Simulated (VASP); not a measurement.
# Mo (Im-3m) in VASP: notebook

The runs below take Mo through single point, relaxation of cell and atoms, with r2SCAN.

Everything below comes from runs of VASP 6.6.1. Logs are shortened: lines on timing, memory, paths and dates and some standing lists are left out, and cuts for length are marked.

### Step 1. The cell of the first run

The structure is cubic, space group Im-3m (No. 229). Conventional cell: a = 3.020 Å, b = 3.020 Å, c = 3.020 Å, α = 90.00°, β = 90.00°, γ = 90.00°. Within 3.4 Å of Mo (site symmetry m-3m) lie 14 Mo at 2.62 to 3.02 Å.

### Step 2. Single point, r2SCAN

Input file POSCAR:

```
Mo
1.0
   -1.5098616733      1.5098616733      1.5098616733
    1.5098616733     -1.5098616733      1.5098616733
    1.5098616733      1.5098616733     -1.5098616733
Mo
1
Direct
    0.0000000000      0.0000000000      0.0000000000
```

Input file INCAR.step1:

```
SYSTEM = Mo
PREC = Accurate ; ENCUT = 520
ISMEAR = -1 ; SIGMA = 0.1
LREAL = .False. ; LASPH = .True.
NELM = 80 ; NBANDS = 13
GGA = PE ; ALGO = Normal
EDIFF = 1E-4 ; LWAVE = .True.
LCHARG = .False.
```

Input file INCAR.step2:

```
SYSTEM = Mo
PREC = Accurate ; ENCUT = 520
EDIFF = 1E-6 ; ISMEAR = -1
SIGMA = 0.1 ; LREAL = .False.
LASPH = .True. ; NELM = 80
ALGO = Normal ; ISIF = 2
LWAVE = .False. ; LCHARG = .False.
METAGGA = R2SCAN ; LMIXTAU = .True.
NBANDS = 13 ; ISTART = 1
```

Input file KPOINTS:

```
Automatic mesh
0
Gamma
  20 20 20
  0 0 0
```

Potentials or basis: VASP PAW PBE potentials, release 64 (Mo_sv).

On the command line:

```
> cat potpaw_PBE.64/Mo_sv/POTCAR > POTCAR
> cp INCAR.step1 INCAR
> mpirun -np 1 vasp_std > vasp.out
> cp INCAR.step2 INCAR
> mpirun -np 1 vasp_std > vasp.out
```

OUTCAR:

```text
SYSTEM = Mo
   PREC = Accurate
   ENCUT = 520
   EDIFF = 1E-6
   ISMEAR = -1
   LREAL = .False.
   LASPH = .True.
   NELM = 80
   ISIF = 2
   METAGGA = R2SCAN
   ISTART = 1

 ion  position               nearest neighbor table
   1  0.000  0.000  0.000-

  LATTYP: Found a body centered cubic cell.
 ALAT       =     3.0197233466

  Lattice vectors:

 A1 = (  -1.5098616733,   1.5098616733,   1.5098616733)
 A2 = (   1.5098616733,  -1.5098616733,   1.5098616733)
 A3 = (   1.5098616733,   1.5098616733,  -1.5098616733)

Analysis of symmetry for initial positions (statically):
=====================================================================
 Subroutine PRICEL returns:
 Original cell was already a primitive cell.

 Routine SETGRP: Setting up the symmetry group for a
 body centered cubic supercell.

 Subroutine GETGRP returns: Found 48 space group operations
 (whereof 48 operations were pure point group operations)
 out of a pool of 48 trial point group operations.

The static configuration has the point symmetry O_h .

Analysis of symmetry for dynamics (positions and initial velocities):
=====================================================================
 Subroutine PRICEL returns:
 Original cell was already a primitive cell.

 Routine SETGRP: Setting up the symmetry group for a
 body centered cubic supercell.

 Subroutine GETGRP returns: Found 48 space group operations
 (whereof 48 operations were pure point group operations)
 out of a pool of 48 trial point group operations.

The dynamic configuration has the point symmetry O_h .

 Subroutine INISYM returns: Found 48 space group operations
 (whereof 48 operations are pure point group operations),
 and found     1 'primitive' translations

----------------------------------------------------------------------------------------

                                     Primitive cell

  volume of cell :      13.7680

  direct lattice vectors                    reciprocal lattice vectors
    -1.509861673  1.509861673  1.509861673     0.000000000  0.331156164  0.331156164
     1.509861673 -1.509861673  1.509861673     0.331156164  0.000000000  0.331156164
     1.509861673  1.509861673 -1.509861673     0.331156164  0.331156164  0.000000000

  length of vectors
     2.615157131  2.615157131  2.615157131     0.468325538  0.468325538  0.468325538

  position of ions in fractional coordinates (direct lattice)
     0.000000000  0.000000000  0.000000000

  ion indices of the primitive-cell ions
   primitive index   ion index
                 1           1

----------------------------------------------------------------------------------------

 KPOINTS: Automatic mesh

Automatic generation of k-mesh.
 Grid dimensions read from file:
 generate k-points for:   20   20   20

 Generating k-lattice:

  Cartesian coordinates                     Fractional coordinates (reciprocal lattice)
     0.000000000  0.016557808  0.016557808     0.050000000  0.000000000  0.000000000
     0.016557808  0.000000000  0.016557808     0.000000000  0.050000000  0.000000000
     0.016557808  0.016557808  0.000000000     0.000000000  0.000000000  0.050000000

  Length of vectors
     0.023416277  0.023416277  0.023416277

  Shift w.r.t. Gamma in fractional coordinates (k-lattice)
     0.000000000  0.000000000  0.000000000

 Subroutine IBZKPT returns following result:
 ===========================================

 Found    256 irreducible k-points:

 Following reciprocal coordinates:
            Coordinates               Weight
  0.000000  0.000000  0.000000      1.000000
  0.050000  0.000000  0.000000     12.000000
  0.100000  0.000000  0.000000     12.000000
  0.150000  0.000000  0.000000     12.000000
  0.200000  0.000000  0.000000     12.000000
  0.250000  0.000000  0.000000     12.000000
[... 16 lines left out ...]
  0.200000  0.100000 -0.000000     48.000000
  0.250000  0.100000 -0.000000     48.000000
 [... further k-points ...]
   k-points           NKPTS =    256   k-points in BZ     NKDIM =    256   number of bands    NBANDS=     13
   number of dos      NEDOS =    301   number of ions     NIONS =      1
   total plane-waves  NPLWV =   8000
   dimension x,y,z NGX =    20 NGY =   20 NGZ =   20
   dimension x,y,z NGXF=    40 NGYF=   40 NGZF=   40
   ions per type =               1
   NGX,Y,Z   is equivalent  to a cutoff of  12.71, 12.71, 12.71 a.u.
   NGXF,Y,Z  is equivalent  to a cutoff of  25.43, 25.43, 25.43 a.u.
 SYSTEM =  Mo
   PREC   = accura    normal or accurate (medium, high low for compatibility)
   ISTART =      1    job   : 0-new  1-cont  2-samecut
   ICHARG =      0    charge: 1-file 2-atom 10-const
   ISPIN  =      1    spin polarized calculation?
   LNONCOLLINEAR =      F non collinear calculations
   LSORBIT =      F    spin-orbit coupling
   LASPH  =      T    aspherical Exc in radial PAW
   ENCUT  =  520.0 eV  38.22 Ry    6.18 a.u.   4.86  4.86  4.86*2*pi/ulx,y,z
   NELM   =     80;   NELMIN=  2; NELMDL=  0     # of ELM steps
   EDIFF  = 0.1E-05   stopping-criterion for ELM
   LREAL  =      F    real-space projection
   EDIFFG = 0.1E-04   stopping-criterion for IOM
   NSW    =      0    number of steps for IOM
   IBRION =     -1    ionic relax: 0-MD 1-quasi-New 2-CG
   NFREE  =      0    steps in history (QN), initial steepest desc. (CG)
   ISIF   =      2    stress and relaxation
   ISYM   =      2    0-nonsym 1-usesym 2-fastsym
   POTIM  = 0.5000    time-step for ionic-motion
   TEBEG  =    0.0;   TEEND  =   0.0 temperature during run
   PSTRESS=    0.0 pullay stress
   NELECT =      14.0000    total number of electrons
   NUPDOWN=      -1.0000    fix difference up-down
   EMIN   =  10.00;   EMAX   =-10.00  energy-range for DOS
   EFERMI =   0.00;   METHOD = LEGACY
   ISMEAR =    -1;   SIGMA  =   0.10  broadening in eV -4-tet -1-fermi 0-gaus
   EFERMI_NEDOS =   21; number of points for ismear=-14 and -15
   IALGO  =     38    algorithm
   IMIX   =      4    mixing-type and parameters
     AMIX     =   0.40;   BMIX     =  1.00
     AMIX_MAG =   1.60;   BMIX_MAG =  1.00
  volume/ion in A,a.u.               =      13.77        92.91
  Fermi-wavevector in a.u.,A,eV,Ry     =   1.646242  3.110946 36.873323  2.710113
  Thomas-Fermi vector in A             =   2.735903
   LORBIT       =      0    0 simple, 1 ext, 2 COOP (PROOUT), +10 PAW based schemes
   METAGGA = R2SCAN    functional components
   LHFCALC =     F    Hartree Fock is set to
   AEXX    =    0.0000 exact exchange contribution
   IVDW    =     0    specifies the selected vdW correction
   LEPSILON=     F    determine dielectric tensor
   LRPA    =     F    only Hartree local field effects (RPA)
 non-spin polarized calculation
  energy-cutoff  :      520.00
  volume of cell :       13.77
 maximum number of plane-waves:       384
   NGX =  9   NGY =  9   NGZ =  9

 number of electron      14.0000004 magnetization

 Free energy of the ion-electron system (eV)
  ---------------------------------------------------
  ext. energy  EPLUGINS =         0.00000000
  ---------------------------------------------------
  free energy    TOTEN  =       -25.83421447 eV

  energy without entropy =      -25.81556690  energy(sigma->0) =      -25.82489068

 E-fermi :  14.7711     XC(G=0): -15.4602

 val. band max:       14.7688373885   @ k =  -0.2500   0.3000   0.1000
 cond. band min:      14.7831504282   @ k =  -0.3000   0.3000   0.1500
 fundamental gap:      0.0143130397
 Fermi energy:        14.7710842521

 k-point     1 :       0.0000    0.0000    0.0000
  band No.  band energies     occupation
      1     -48.5819      2.00000
      2     -20.6674      2.00000
      3     -20.6674      2.00000
      4     -20.6674      2.00000
      5       6.7111      2.00000
      6      13.0153      2.00000
      7      13.0154      2.00000
      8      13.0154      2.00000
      9      16.8366      0.00000
     10      16.8366      0.00000
     11      30.3550      0.00000
     12      30.3550      0.00000
     13      30.3550      0.00000

 k-point     2 :       0.0500    0.0000    0.0000
  band No.  band energies     occupation
      1     -48.5706      2.00000
      2     -20.7269      2.00000
      3     -20.6851      2.00000
      4     -20.6681      2.00000
      5       6.8469      2.00000
      6      12.9334      2.00000
      7      13.0013      2.00000
      8      13.1442      2.00000
      9      16.7043      0.00000
     10      16.8357      0.00000
     11      30.4674      0.00000
     12      30.5840      0.00000
     13      30.6676      0.00000

 k-point     3 :       0.1000    0.0000    0.0000
  band No.  band energies     occupation
      1     -48.5376      2.00000
      2     -20.8975      2.00000
      3     -20.7361      2.00000
      4     -20.6699      2.00000
      5       7.2343      2.00000
      6      12.7035      2.00000
      7      12.9454      2.00000
      8      13.5264      1.99999
      9      16.4008      0.00000
     10      16.8388      0.00000
     11      30.7606      0.00000
     12      31.2535      0.00000
     13      31.4888      0.00000
[... 305 lines left out ...]
 k-point    23 :       0.2000    0.1000   -0.0000
  band No.  band energies     occupation
      1     -48.3230      2.00000
      2     -21.8839      2.00000
      3     -21.0322      2.00000
      4     -20.7534      2.00000
      5       9.2040      2.00000
      6      11.6144      2.00000
      7      12.3702      2.00000
      8      15.7841      0.00008
      9      16.6735      0.00000
     10      17.3778      0.00000
     11      31.2931      0.00000
     12      32.8979      0.00000
     13      34.8231      0.00000

 k-point    24 :       0.2500    0.1000   -0.0000
  band No.  band energies     occupation
      1     -48.2517      2.00000
      2     -22.1789      2.00000
      3     -21.1547      2.00000
      4     -20.7612      2.00000
      5       9.2942      2.00000
      6      11.2592      2.00000
      7      12.8838      2.00000
      8      16.0214      0.00001
      9      17.4912      0.00000
     10      17.9603      0.00000
     11      30.3680      0.00000
     12      32.3230      0.00000
     13      36.2333      0.00000

 [... further k-points ...]
[... 5 lines left out ...]
  --------------------------------------------------------------------------------------
  -------------------------------------------------------------------------------------
  Total        4.0367676      4.0367676      4.0367676      0.0000000      0.0000000      0.0000000
  in kB      469.7565602    469.7565602    469.7565602      0.0000000      0.0000000      0.0000000
  external PRESSURE =     469.7565602 kB  Pullay stress =       0.0000000 kB

 VOLUME and BASIS-vectors are now :
 -----------------------------------------------------------------------------
  energy-cutoff  :      520.00
  volume of cell :       13.77
      direct lattice vectors                 reciprocal lattice vectors
    -1.509861673  1.509861673  1.509861673     0.000000000  0.331156164  0.331156164
     1.509861673 -1.509861673  1.509861673     0.331156164  0.000000000  0.331156164
     1.509861673  1.509861673 -1.509861673     0.331156164  0.331156164  0.000000000

 POSITION                                       TOTAL-FORCE (eV/Angst)
 -----------------------------------------------------------------------------------
      0.00000      0.00000      0.00000         0.000000      0.000000      0.000000
 -----------------------------------------------------------------------------------
    total drift:                                0.000000     -0.000000      0.000000

  FREE ENERGIE OF THE ION-ELECTRON SYSTEM (eV)
  ---------------------------------------------------
  free  energy   TOTEN  =       -25.8342144681 eV

  energy  without entropy=      -25.8155669002  energy(sigma->0) =      -25.82489068
```

Wall time 84 s (1 thread of Intel Xeon 6975P-C (Granite Rapids), shared host); peak memory 0.16 GiB.

What came out:

| Property | Result |
| --- | --- |
| Free energy | -25.8342 eV |
| Pressure | 47.0 GPa |
| Band gap on the k mesh | zero (band 7 reaches 19.65 eV, above the bottom of band 8 at 13.02 eV) |

Caveat: the PAW data sets were made with another functional, which shifts forces and pressure a little.

### Step 3. Relaxation of cell and atoms, r2SCAN, target pressure 45 GPa, at which the enthalpy is minimised

This run uses another cell than the first one, of 13.72 Å³/atom, 0.997 times its volume.

Input file POSCAR:

```
Mo
1.0
   -1.5082271063      1.5082271063      1.5082271063
    1.5082271063     -1.5082271063      1.5082271063
    1.5082271063      1.5082271063     -1.5082271063
Mo
1
Direct
    0.0000000000      0.0000000000      0.0000000000
```

Input file INCAR.step1:

```
SYSTEM = Mo
PREC     = Accurate       ! precision mode
ENCUT    = 600            ! plane-wave cutoff, eV
ISMEAR   = -1             ! smearing method
SIGMA    = 0.1            ! smearing width, eV
LREAL    = .False.        ! projectors in reciprocal space
LASPH    = .True.         ! aspherical terms in the spheres
NELM     = 100            ! most SCF steps
GGA      = PE             ! functional
ALGO     = Normal         ! electronic algorithm
EDIFF    = 1E-4           ! SCF threshold, eV
LWAVE    = .True.         ! write WAVECAR
LCHARG   = .False.        ! write CHGCAR
```

Input file INCAR.step2:

```
SYSTEM = Mo
PREC     = Accurate       ! precision mode
ENCUT    = 600            ! plane-wave cutoff, eV
EDIFF    = 1E-6           ! SCF threshold, eV
ISMEAR   = -1             ! smearing method
SIGMA    = 0.1            ! smearing width, eV
LREAL    = .False.        ! projectors in reciprocal space
LASPH    = .True.         ! aspherical terms in the spheres
NELM     = 100            ! most SCF steps
ALGO     = Normal         ! electronic algorithm
ISIF     = 3              ! what is computed and relaxed
LWAVE    = .False.        ! write WAVECAR
LCHARG   = .False.        ! write CHGCAR
METAGGA  = R2SCAN         ! meta-GGA
LMIXTAU  = .True.       
IBRION   = 2              ! ionic algorithm
NSW      = 80             ! ionic steps
EDIFFG   = -0.002         ! ionic threshold
PSTRESS  = 450.0        
ISTART   = 1
```

Input file KPOINTS:

```
regular mesh
0
Gamma
  20 20 20
  0 0 0
```

Potentials or basis: VASP PAW PBE potentials, release 64 (Mo_sv).

On the command line:

```
> cat potpaw_PBE.64/Mo_sv/POTCAR > POTCAR
> cp INCAR.step1 INCAR
> mpirun -np 1 vasp_std > vasp.out
> cp INCAR.step2 INCAR
> mpirun -np 1 vasp_std > vasp.out
```

OUTCAR:

```text
SYSTEM = Mo
   PREC = Accurate
   ENCUT = 600
   EDIFF = 1E-6
   ISMEAR = -1
   LREAL = .False.
   LASPH = .True.
   NELM = 100
   ISIF = 3
   METAGGA = R2SCAN
   IBRION = 2
   NSW = 80
   EDIFFG = -0.002
   PSTRESS = 450.0
   ISTART = 1

 ion  position               nearest neighbor table
   1  0.000  0.000  0.000-

  LATTYP: Found a body centered cubic cell.
 ALAT       =     3.0164542126

  Lattice vectors:

 A1 = (  -1.5082271063,   1.5082271063,   1.5082271063)
 A2 = (   1.5082271063,  -1.5082271063,   1.5082271063)
 A3 = (   1.5082271063,   1.5082271063,  -1.5082271063)

Analysis of symmetry for initial positions (statically):
=====================================================================
 Subroutine PRICEL returns:
 Original cell was already a primitive cell.

[... 288 lines left out ...]

 E-fermi :  14.6919     XC(G=0): -15.4327

 val. band max:       14.6647336265   @ k =   0.3500   0.0500   0.0000
 cond. band min:      14.6942288066   @ k =  -0.2500   0.3000   0.1000
 fundamental gap:      0.0294951801
 Fermi energy:        14.6919302723

 k-point     1 :       0.0000    0.0000    0.0000
  band No.  band energies     occupation
      1     -48.6545      2.00000
      2     -20.7561      2.00000
      3     -20.7561      2.00000
      4     -20.7561      2.00000
      5       6.6422      2.00000
      6      12.9484      2.00000
      7      12.9484      2.00000
      8      12.9484      2.00000
      9      16.7527      0.00000
     10      16.7527      0.00000
     11      30.2742      0.00000
[... 309 lines left out ...]
 k-point    24 :       0.2500    0.1000    0.0000
  band No.  band energies     occupation
      1     -48.3295      2.00000
      2     -22.2483      2.00000
      3     -21.2372      2.00000
      4     -20.8485      2.00000
      5       9.2318      2.00000
      6      11.2022      2.00000
      7      12.8064      2.00000
      8      15.9410      0.00001
      9      17.4010      0.00000
     10      17.8638      0.00000
     11      30.2677      0.00000

 [... further k-points ...]
[... 5 lines left out ...]
  --------------------------------------------------------------------------------------
  -------------------------------------------------------------------------------------
  Total        3.8837720      3.8837720      3.8837720      0.0000000      0.0000000      0.0000000
  in kB      450.0186523    450.0186523    450.0186523      0.0000000      0.0000000      0.0000000
  external PRESSURE =       0.0186523 kB  Pullay stress =     450.0000000 kB
[... 20 lines left out ...]
  energy  without entropy=      -25.8310628978  energy(sigma->0) =      -25.84037466

  enthalpy is  TOTEN    =       -21.9660753902 eV   P V=        3.8836110361

 reached required accuracy - stopping structural energy minimisation
```

OUTCAR.step1:

```text
SYSTEM = Mo
   PREC = Accurate
   ENCUT = 600
   ISMEAR = -1
   LREAL = .False.
   LASPH = .True.
[... 553 lines left out ...]
 -----------------------------------------------------------------------------------
      0.00000      0.00000      0.00000         0.000000      0.000000     -0.000000
 -----------------------------------------------------------------------------------
    total drift:                                0.000000      0.000000     -0.000000

  FREE ENERGIE OF THE ION-ELECTRON SYSTEM (eV)
  ---------------------------------------------------
  free  energy   TOTEN  =       -10.6578065773 eV

  energy  without entropy=      -10.6376977447  energy(sigma->0) =      -10.64775216
```

OSZICAR.step1:

```text
N       E                     dE             d eps       ncg     rms          rms(c)
DAV:   1     0.102238198877E+03    0.10224E+03   -0.91097E+03  5656   0.148E+03
DAV:   2    -0.970668718693E+01   -0.11194E+03   -0.10791E+03  6076   0.368E+02
DAV:   3    -0.111928582348E+02   -0.14862E+01   -0.14744E+01  6573   0.424E+01
DAV:   4    -0.111964404043E+02   -0.35822E-02   -0.35819E-02  6184   0.249E+00
DAV:   5    -0.111964585583E+02   -0.18154E-04   -0.18152E-04  6332   0.171E-01    0.199E+01
DAV:   6    -0.107394668345E+02    0.45699E+00   -0.72784E-01  5986   0.108E+01    0.695E+00
DAV:   7    -0.106612004645E+02    0.78266E-01   -0.20913E-01  6435   0.549E+00    0.748E-01
DAV:   8    -0.106577615313E+02    0.34389E-02   -0.38930E-03  5944   0.933E-01    0.116E-01
DAV:   9    -0.106578065773E+02   -0.45046E-04   -0.51268E-05  4009   0.107E-01
   1 F= -.10657807E+02 E0= -.10647752E+02  d E =-.201088E-01
```

Run time: 3.2 min. Hardware: 1 thread of Intel Xeon 6975P-C (Granite Rapids), shared host; peak memory 0.18 GiB.

What came out:

```
Free energy                                            : -25.8497 eV
Relaxed volume                                         : 13.83 Å³/atom
Relaxed cell                                           : a = 2.619 Å, b = 2.619 Å, c = 2.619 Å, α = 109.47°, β = 109.47°, γ = 109.47°
Space group after relaxing (to 0.05 Å)                 : Im-3m (No. 229)
Energy change on relaxing (the enthalpy is what falls) : -30.3 meV/atom
Ionic steps                                            : 4
Pressure after relaxing                                : 45.0 GPa
Band gap on the k mesh                                 : zero (band 7 reaches 19.55 eV, above the bottom of band 8 at 12.95 eV)
```

Step by step:
| step | energy change (eV) | largest force (eV/Å) | pressure (GPa) | volume (Å³) |
| --- | --- | --- | --- | --- |
| 1 | 0.0000 | 0.0000 | 48.40 | 13.72 |
| 2 | -0.1438 | 0.0000 | 30.71 | 14.31 |
| 3 | -0.0309 | 0.0000 | 44.96 | 13.83 |
| 4 | -0.0303 | 0.0000 | 45.00 | 13.83 |

Final structure:
```cif
data_structure
_symmetry_space_group_name_H-M 'P 1'
_symmetry_Int_Tables_number 1
_cell_length_a 2.6189
_cell_length_b 2.6189
_cell_length_c 2.6189
_cell_angle_alpha 109.471
_cell_angle_beta 109.471
_cell_angle_gamma 109.471
_cell_volume 13.83
loop_
_atom_site_label
_atom_site_type_symbol
_atom_site_fract_x
_atom_site_fract_y
_atom_site_fract_z
_atom_site_occupancy
Mo1 Mo 0.00000 0.00000 0.00000 1
```

Caveat: the cell is relaxed towards a set pressure, so the enthalpy falls and the energy may rise; the PAW data sets were made with another functional, which shifts forces and pressure a little.
